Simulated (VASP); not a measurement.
Set up this calculation in VASP 6.6.1, as the native input.

| Property | Result |
| --- | --- |
| Task | single point |
| Functional | PBE |
| Dispersion | D3(BJ) |
| Potentials or basis | VASP PAW PBE potentials, release 64 (Se, W_sv) |
| Cutoff | 520 eV |
| k mesh | 9 × 9 × 1 |
| Occupations | gaussian, width 0.02 eV |
| Spin | no spin polarisation |
| Dipole correction | yes |
| Further INCAR settings | ALGO = Normal; EDIFF = 1e-06; NBANDS = 20 |

The structure of WSe2 lies in POSCAR:

```
WSe2
1.0
    3.2850000000      0.0000000000      0.0000000000
   -1.6425000000      2.8448934514      0.0000000000
    0.0000000000      0.0000000000     32.7373831004
Se W
2 1
Direct
    0.3333333333      0.6666666667      0.4485450625
    0.3333333333      0.6666666667      0.5514549375
    0.6666666667      0.3333333333      0.5000000000
```

One way to write it, as run:

INCAR

```
ALGO = Normal
DIPOL = 0.5 0.5 0.500
EDIFF = 1E-6
ENCUT = 520
GGA = PE
IDIPOL = 3
ISIF = 2
ISMEAR = 0
IVDW = 12
LASPH = T
LCHARG = T
LDIPOL = T
LELF = T
LREAL = F
LVACPOTAV = T
LVHAR = T
LWAVE = F
NBANDS = 20
NELM = 100
PREC = Accurate
SIGMA = 0.02
```

KPOINTS

```
k-points
0
Gamma
  9 9 1
```

Potentials or basis: VASP PAW PBE potentials, release 64 (Se, W_sv).

The run is started by

```console
$ cat potpaw_PBE.64/Se/POTCAR potpaw_PBE.64/W_sv/POTCAR > POTCAR
$ mpirun -np 1 vasp_std > vasp.out
```

Results of the run:

```yaml
Largest_force: 0.054 eV/Å
Band_gap_on_the_k_mesh: 1.67 eV
Dispersion_energy_per_atom: -0.337 eV
Ionisation_potential_of_the_upper_face: 5.06 eV
```

Caveat: spin-orbit coupling is left out, which moves the levels of the heavy elements.

Run time: 3.1 min on 1 thread of Intel Xeon 8259CL (shared host), peak memory 0.42 GiB.
